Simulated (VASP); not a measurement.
Runs of VASP 6.6.1 on Ir. The structure is that of space group Fm-3m (No. 225), or close to it. The cells are those of the table. 

```tsv
task	cell	gap on the mesh (eV)	pressure (GPa)
single point	a = 2.701 Å, angles 60.7°, 1 atom	none	-1.6
electric field gradients	a = 2.742 Å, angles 58.7°, 1 atom	none	-1.1
electric field gradients	a = 2.688 Å, angles 61.3°, 1 atom	none	-1.1
single point	a = 2.688 Å, angles 61.3°, 1 atom	none	(a)
```

Alike in all rows: level PBEsol; potentials or basis VASP PAW PBE potentials, release 64 (Ir); no spin polarisation; k mesh 18 × 18 × 18; cutoff (eV) 520; smearing fermi-dirac 0.05 eV.

Task: Estimate the missing entries.

Result: (a) -1.2.

Caveats: the PAW data sets were made with another functional, which shifts forces and pressure a little; spin-orbit coupling is left out, which moves the levels of the heavy elements.

A k mesh can miss the band edges, and the runs leave out spin-orbit coupling on Ir.

A gap of «none» marks levels without a gap at the run's occupations.
